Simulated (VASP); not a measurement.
# Al2Cu in VASP: a series of runs

Runs on Al2Cu. Level: PBE. Tasks: single point, relaxation of cell and atoms.

Program: VASP 6.6.1. These are calculated values, not measurements. Logs are shortened: lines on timing, memory, paths and dates and some standing lists are left out, and cuts for length are marked.

### 1 The cell of the first run

Symmetry: Fm-3m, No. 225, cubic system. The conventional cell has a = 5.783 Å, b = 5.783 Å, c = 5.783 Å, α = 90.00°, β = 90.00°, γ = 90.00°. Within 3.3 Å of Al (site symmetry -43m) lie 4 Cu at 2.50 Å and 6 Al at 2.89 Å. Cu (site symmetry m-3m) has 8 Al at 2.50 Å within 3.3 Å.

### 2 Single point, PBE

File INCAR:

```
PREC     = Accurate       # precision mode
ENCUT    = 520            # plane-wave cutoff, eV
EDIFF    = 1E-7           # SCF threshold, eV
ISMEAR   = 0              # smearing method
SIGMA    = 0.1            # smearing width, eV
LREAL    = F              # projectors in reciprocal space
LASPH    = T              # aspherical terms in the spheres
NELM     = 60             # most SCF steps
ALGO     = Fast           # electronic algorithm
ISIF     = 2              # what is computed and relaxed
LWAVE    = F              # write WAVECAR
LCHARG   = F              # write CHGCAR
GGA      = PE             # functional
NBANDS   = 16             # bands
```

File KPOINTS:

```
regular mesh
0
Gamma
  16 16 16
```

File POSCAR:

```
Al2Cu
1.0
   -2.0447501001      2.0447501001      2.8916747216
    2.0447501001     -2.0447501001      2.8916747216
    2.0447501001      2.0447501001     -2.8916747216
Al Cu
2 1
Direct
    0.7500000000      0.2500000000      0.5000000000
    0.2500000000      0.7500000000      0.5000000000
    0.5000000000      0.5000000000      0.0000000000
```

Potentials or basis: VASP PAW PBE potentials, release 64 (Al, Cu).

The run is started by

```console
$ cat potpaw_PBE.64/Al/POTCAR potpaw_PBE.64/Cu/POTCAR > POTCAR
$ mpirun -np 1 vasp_std > vasp.out
```

OUTCAR:

```text
PREC = Accurate
   ENCUT = 520
   EDIFF = 1E-7
   ISMEAR = 0
   LREAL = F
   LASPH = T
   NELM = 60
   ISIF = 2
   GGA = PE

 ion  position               nearest neighbor table
   1  0.750  0.250  0.500-   3 2.50   3 2.50   3 2.50   3 2.50   2 2.89   2 2.89   2 2.89   2 2.89
                             2 2.89   2 2.89
   2  0.250  0.750  0.500-   3 2.50   3 2.50   3 2.50   3 2.50   1 2.89   1 2.89   1 2.89   1 2.89
                             1 2.89   1 2.89
   3  0.500  0.500  0.000-   2 2.50   1 2.50   1 2.50   2 2.50   1 2.50   2 2.50   2 2.50   1 2.50

  LATTYP: Found a body centered tetragonal cell.
 ALAT       =     4.0895002002
 C/A-ratio  =     1.4141946840

  Lattice vectors:

 A1 = (  -2.0447501001,   2.0447501001,   2.8916747216)
 A2 = (   2.0447501001,  -2.0447501001,   2.8916747216)
 A3 = (   2.0447501001,   2.0447501001,  -2.8916747216)

Analysis of symmetry for initial positions (statically):
=====================================================================
 Subroutine PRICEL returns:
 Original cell was already a primitive cell.

 Routine SETGRP: Setting up the symmetry group for a
 body centered tetragonal supercell.

 Subroutine GETGRP returns: Found 16 space group operations
 (whereof 16 operations were pure point group operations)
 out of a pool of 16 trial point group operations.

The static configuration has the point symmetry D_4h.

Analysis of symmetry for dynamics (positions and initial velocities):
=====================================================================
 Subroutine PRICEL returns:
 Original cell was already a primitive cell.

 Routine SETGRP: Setting up the symmetry group for a
 body centered tetragonal supercell.

 Subroutine GETGRP returns: Found 16 space group operations
 (whereof 16 operations were pure point group operations)
 out of a pool of 16 trial point group operations.

The dynamic configuration has the point symmetry D_4h.

 Subroutine INISYM returns: Found 16 space group operations
 (whereof 16 operations are pure point group operations),
 and found     1 'primitive' translations

----------------------------------------------------------------------------------------

                                     Primitive cell

  volume of cell :      48.3604

  direct lattice vectors                    reciprocal lattice vectors
    -2.044750100  2.044750100  2.891674722     0.000000000  0.244528659  0.172910181
     2.044750100 -2.044750100  2.891674722     0.244528659  0.000000000  0.172910181
     2.044750100  2.044750100 -2.891674722     0.244528659  0.244528659  0.000000000

  length of vectors
     4.089472905  4.089472905  4.089472905     0.299486554  0.299486554  0.345815746

  position of ions in fractional coordinates (direct lattice)
     0.750000000  0.250000000  0.500000000
     0.250000000  0.750000000  0.500000000
     0.500000000  0.500000000  0.000000000

  ion indices of the primitive-cell ions
   primitive index   ion index
                 1           1
                 2           2
                 3           3

----------------------------------------------------------------------------------------

 KPOINTS: regular mesh

Automatic generation of k-mesh.
 Grid dimensions read from file:
 generate k-points for:   16   16   16

 Generating k-lattice:

  Cartesian coordinates                     Fractional coordinates (reciprocal lattice)
     0.000000000  0.015283041  0.010806886     0.062500000 -0.000000000  0.000000000
     0.015283041  0.000000000  0.010806886    -0.000000000  0.062500000  0.000000000
     0.015283041  0.015283041  0.000000000     0.000000000  0.000000000  0.062500000

  Length of vectors
     0.018717910  0.018717910  0.021613484

  Shift w.r.t. Gamma in fractional coordinates (k-lattice)
     0.000000000  0.000000000  0.000000000

 Subroutine IBZKPT returns following result:
 ===========================================

 Found    349 irreducible k-points:

 Following reciprocal coordinates:
            Coordinates               Weight
  0.000000  0.000000  0.000000      1.000000
  0.062500 -0.000000  0.000000      8.000000
  0.125000 -0.000000  0.000000      8.000000
  0.187500  0.000000  0.000000      8.000000
  0.250000 -0.000000  0.000000      8.000000
  0.312500 -0.000000  0.000000      8.000000
[... 16 lines left out ...]
 -0.125000  0.062500 -0.000000     16.000000
 -0.062500  0.062500  0.000000      4.000000
 [... further k-points ...]
   k-points           NKPTS =    349   k-points in BZ     NKDIM =    349   number of bands    NBANDS=     16
   number of dos      NEDOS =    301   number of ions     NIONS =      3
   total plane-waves  NPLWV =  27000
   dimension x,y,z NGX =    30 NGY =   30 NGZ =   30
   dimension x,y,z NGXF=    60 NGYF=   60 NGZF=   60
   ions per type =               2   1
   NGX,Y,Z   is equivalent  to a cutoff of  12.20, 12.20, 12.20 a.u.
   NGXF,Y,Z  is equivalent  to a cutoff of  24.39, 24.39, 24.39 a.u.
 SYSTEM =  unknown system
   PREC   = accura    normal or accurate (medium, high low for compatibility)
   ISTART =      0    job   : 0-new  1-cont  2-samecut
   ICHARG =      2    charge: 1-file 2-atom 10-const
   ISPIN  =      1    spin polarized calculation?
   LNONCOLLINEAR =      F non collinear calculations
   LSORBIT =      F    spin-orbit coupling
   LASPH  =      T    aspherical Exc in radial PAW
   ENCUT  =  520.0 eV  38.22 Ry    6.18 a.u.   7.60  7.60  7.60*2*pi/ulx,y,z
   NELM   =     60;   NELMIN=  2; NELMDL= -5     # of ELM steps
   EDIFF  = 0.1E-06   stopping-criterion for ELM
   LREAL  =      F    real-space projection
   EDIFFG = 0.1E-05   stopping-criterion for IOM
   NSW    =      0    number of steps for IOM
   IBRION =     -1    ionic relax: 0-MD 1-quasi-New 2-CG
   NFREE  =      0    steps in history (QN), initial steepest desc. (CG)
   ISIF   =      2    stress and relaxation
   ISYM   =      2    0-nonsym 1-usesym 2-fastsym
   POTIM  = 0.5000    time-step for ionic-motion
   TEBEG  =    0.0;   TEEND  =   0.0 temperature during run
   PSTRESS=    0.0 pullay stress
   NELECT =      17.0000    total number of electrons
   NUPDOWN=      -1.0000    fix difference up-down
   EMIN   =  10.00;   EMAX   =-10.00  energy-range for DOS
   EFERMI =   0.00;   METHOD = LEGACY
   ISMEAR =     0;   SIGMA  =   0.10  broadening in eV -4-tet -1-fermi 0-gaus
   EFERMI_NEDOS =   21; number of points for ismear=-14 and -15
   IALGO  =     68    algorithm
   IMIX   =      4    mixing-type and parameters
     AMIX     =   0.40;   BMIX     =  1.00
     AMIX_MAG =   1.60;   BMIX_MAG =  1.00
  volume/ion in A,a.u.               =      16.12       108.78
  Fermi-wavevector in a.u.,A,eV,Ry     =   1.155388  2.183367 18.162707  1.334921
  Thomas-Fermi vector in A             =   2.292017
   LORBIT       =      0    0 simple, 1 ext, 2 COOP (PROOUT), +10 PAW based schemes
   GGA     = PE    functional components
   LHFCALC =     F    Hartree Fock is set to
   AEXX    =    0.0000 exact exchange contribution
   IVDW    =     0    specifies the selected vdW correction
   LEPSILON=     F    determine dielectric tensor
   LRPA    =     F    only Hartree local field effects (RPA)
 non-spin polarized calculation
 RMM-DIIS sequential band-by-band and
 Gauss-broadening in eV      SIGMA  =   0.10
  energy-cutoff  :      520.00
  volume of cell :       48.36
 maximum number of plane-waves:      1321
   NGX = 15   NGY = 15   NGZ = 15

 number of electron      16.9999990 magnetization

 Free energy of the ion-electron system (eV)
  ---------------------------------------------------
  ext. energy  EPLUGINS =         0.00000000
  ---------------------------------------------------
  free energy    TOTEN  =       -11.75050642 eV

  energy without entropy =      -11.74641181  energy(sigma->0) =      -11.74845912

 E-fermi :   6.9000     XC(G=0): -10.4050

 val. band max:        6.8813055701   @ k =  -0.0625   0.1250   0.0625
 cond. band min:       6.9083670871   @ k =  -0.2500   0.3125   0.1875
 fundamental gap:      0.0270615170
 Fermi energy:         6.9000293107

 k-point     1 :       0.0000    0.0000    0.0000
  band No.  band energies     occupation
      1      -3.2217      2.00000
      2       2.4003      2.00000
      3       2.4003      2.00000
      4       2.4003      2.00000
      5       2.9489      2.00000
      6       2.9489      2.00000
[... 8 lines left out ...]
     15      13.7845      0.00000
     16      13.7849      0.00000

 k-point     2 :       0.0625   -0.0000    0.0000
  band No.  band energies     occupation
      1      -3.1699      2.00000
      2       2.3827      2.00000
      3       2.4084      2.00000
      4       2.4084      2.00000
      5       2.9467      2.00000
      6       2.9467      2.00000
[... 8 lines left out ...]
     15      13.1661      0.00000
     16      13.6495      0.00000

 k-point     3 :       0.1250   -0.0000    0.0000
  band No.  band energies     occupation
      1      -3.0148      2.00000
      2       2.3297      2.00000
      3       2.4311      2.00000
      4       2.4311      2.00000
      5       2.9418      2.00000
      6       2.9418      2.00000
[... 8 lines left out ...]
     15      12.5672      0.00000
     16      13.3670      0.00000

 k-point     4 :       0.1875    0.0000    0.0000
  band No.  band energies     occupation
      1      -2.7580      2.00000
      2       2.2370      2.00000
      3       2.4629      2.00000
      4       2.4629      2.00000
      5       2.9383      2.00000
      6       2.9383      2.00000
[... 8 lines left out ...]
     15      12.7441      0.00000
     16      13.6446      0.00000
[... 324 lines left out ...]
 k-point    22 :      -0.1875    0.0625    0.0000
  band No.  band energies     occupation
      1      -2.8089      2.00000
      2       2.2635      2.00000
      3       2.4571      2.00000
      4       2.4592      2.00000
      5       2.9111      2.00000
      6       2.9616      2.00000
[... 8 lines left out ...]
     15      13.0753      0.00000
     16      13.7690      0.00000

 k-point    23 :      -0.1250    0.0625   -0.0000
  band No.  band energies     occupation
      1      -3.0319      2.00000
      2       2.3394      2.00000
      3       2.4284      2.00000
      4       2.4291      2.00000
      5       2.9237      2.00000
      6       2.9587      2.00000
[... 8 lines left out ...]
     15      13.3333      0.00000
     16      13.7816      0.00000

 k-point    24 :      -0.0625    0.0625    0.0000
  band No.  band energies     occupation
      1      -3.1526      2.00000
      2       2.3786      2.00000
      3       2.4107      2.00000
      4       2.4107      2.00000
      5       2.9369      2.00000
      6       2.9547      2.00000
[... 8 lines left out ...]
     15      13.8678      0.00000
     16      13.8682      0.00000

 [... further k-points ...]

------------------------ aborting loop because EDIFF is reached ----------------------------------------

  FORCE on cell =-STRESS in cart. coord.  units (eV):
  Direction    XX          YY          ZZ          XY          YZ          ZX
  --------------------------------------------------------------------------------------
  -------------------------------------------------------------------------------------
  Total        0.0153544      0.0153544      0.0157362      0.0000000     -0.0000000      0.0000000
  in kB        0.5086903      0.5086903      0.5213396      0.0000000     -0.0000000      0.0000000
  external PRESSURE =       0.5129067 kB  Pullay stress =       0.0000000 kB

 VOLUME and BASIS-vectors are now :
 -----------------------------------------------------------------------------
  energy-cutoff  :      520.00
  volume of cell :       48.36
      direct lattice vectors                 reciprocal lattice vectors
    -2.044750100  2.044750100  2.891674722     0.000000000  0.244528659  0.172910181
     2.044750100 -2.044750100  2.891674722     0.244528659  0.000000000  0.172910181
     2.044750100  2.044750100 -2.891674722     0.244528659  0.244528659  0.000000000

 POSITION                                       TOTAL-FORCE (eV/Angst)
 -----------------------------------------------------------------------------------
      0.00000      2.04475      1.44584        -0.000000      0.000000     -0.000000
      2.04475      0.00000      1.44584         0.000000     -0.000000      0.000000
      0.00000      0.00000      2.89167        -0.000000      0.000000     -0.000000
 -----------------------------------------------------------------------------------
    total drift:                                0.000000     -0.000000      0.000000

  FREE ENERGIE OF THE ION-ELECTRON SYSTEM (eV)
  ---------------------------------------------------
  free  energy   TOTEN  =       -11.7505064234 eV

  energy  without entropy=      -11.7464118120  energy(sigma->0) =      -11.74845912
```

It took 2.7 min on 1 thread of Intel Xeon 6975P-C (Granite Rapids), shared host; peak memory 0.37 GiB.

Results:

```
Free energy            : -11.7505 eV
Pressure               : 0.1 GPa
Band gap on the k mesh : zero (an odd number of electrons rules out a gap without spin polarisation)
```

Levels at points of the mesh, in eV from the Fermi level:
```tsv
k point	band 5	band 6	band 7	band 8	band 9	band 10	band 11	band 12	band 13	band 14
(0.00, 0.00, 0.00)	-3.95	-3.95	2.84	2.85	2.85	2.92	2.92	2.92	4.04	6.88
(0.50, 0.00, 0.00)	-3.91	-3.89	-3.89	0.61	0.61	2.88	2.88	3.67	4.32	9.67
(0.50, 0.50, 0.00)	-4.01	-3.80	-3.68	-1.95	-1.95	0.25	1.56	8.95	10.43	10.44
(0.50, 0.50, 0.50)	-4.01	-3.80	-3.68	-1.95	-1.95	0.25	1.56	8.95	10.43	10.43
```

### 3 Relaxation of cell and atoms, PBE

This run uses another cell than the first one, of 15.67 Å³/atom.

File INCAR:

```
SYSTEM = Al2Cu
ALGO = Fast
EDIFF = 1E-6
EDIFFG = -0.01
ENCUT = 600
GGA = PE
IBRION = 2
ISIF = 3
ISMEAR = 0
LASPH = .TRUE.
LCHARG = .FALSE.
LREAL = .FALSE.
LWAVE = .FALSE.
NELM = 80
NSW = 100
PREC = Accurate
SIGMA = 0.1
```

File KPOINTS:

```
k-points
0
G
  16 16 16
  0 0 0
```

File POSCAR:

```
Al2Cu
1.0
   -2.0303375000      2.0303375000      2.8510940000
    2.0303375000     -2.0303375000      2.8510940000
    2.0303375000      2.0303375000     -2.8510940000
Al Cu
2 1
Direct
    0.7500000000      0.2500000000      0.5000000000
    0.2500000000      0.7500000000      0.5000000000
    0.5000000000      0.5000000000      0.0000000000
```

Potentials or basis: VASP PAW PBE potentials, release 64 (Al, Cu).

The run is started by

```console
$ cat potpaw_PBE.64/Al/POTCAR potpaw_PBE.64/Cu/POTCAR > POTCAR
$ mpirun -np 1 vasp_std > vasp.out
```

Run time: 6.4 min. Hardware: 1 thread of Intel Xeon 6975P-C (Granite Rapids), shared host; peak memory 0.41 GiB.

The run converged. Its results:

| Quantity | Value |
| --- | --- |
| Free energy | -11.7508 eV |
| Relaxed volume | 16.15 Å³/atom |
| Relaxed cell | a = 4.092 Å, b = 4.092 Å, c = 4.092 Å, α = 120.00°, β = 120.00°, γ = 89.99° |
| Space group after relaxing (to 0.1 Å) | Fm-3m (No. 225) |
| Energy gained by relaxing | 4.7 meV/atom |
| Ionic steps | 9 |
| Pressure after relaxing | -0.1 GPa |
| Band gap on the k mesh | zero (an odd number of electrons rules out a gap without spin polarisation) |

Step by step:
```
step  energy change (eV)  largest force (eV/Å)  pressure (GPa)  volume (Å³)
   1              0.0000                0.0000            2.78        47.01
   2             -0.0128                0.0000           -0.89        48.88
   3             -0.0139                0.0000           -0.08        48.50
   4             -0.0139                0.0000           -0.03        48.47
   5             -0.0139                0.0000            0.03        48.44
   6             -0.0140                0.0000            0.11        48.43
   7             -0.0141                0.0000            0.16        48.42
   8             -0.0140                0.0000           -0.17        48.56
   9             -0.0141                0.0000           -0.09        48.46
```

Final structure:
```
Al Cu
1.0
    -2.04608    2.04608    2.89386
     2.04608   -2.04608    2.89386
     2.04608    2.04608   -2.89386
Al Cu
2 1
Cartesian
  0.0000 2.0461 1.4469
  2.0461 0.0000 1.4469
  0.0000 0.0000 2.8939
```

Levels at points of the mesh, in eV from the Fermi level:
```tsv
k point	band 5	band 6	band 7	band 8	band 9	band 10	band 11	band 12
(0.00, 0.00, 0.00)	-3.94	-3.94	2.84	2.84	2.84	2.92	2.92	2.92
(0.50, 0.00, 0.00)	-3.90	-3.88	-3.88	0.61	0.61	2.87	2.87	3.65
(0.50, 0.50, 0.00)	-4.00	-3.79	-3.68	-1.95	-1.95	0.25	1.56	8.94
(0.50, 0.50, 0.50)	-4.00	-3.79	-3.68	-1.95	-1.95	0.25	1.56	8.94
```

The gap in the log of VASP goes by the Fermi energy; the results here count the filled bands.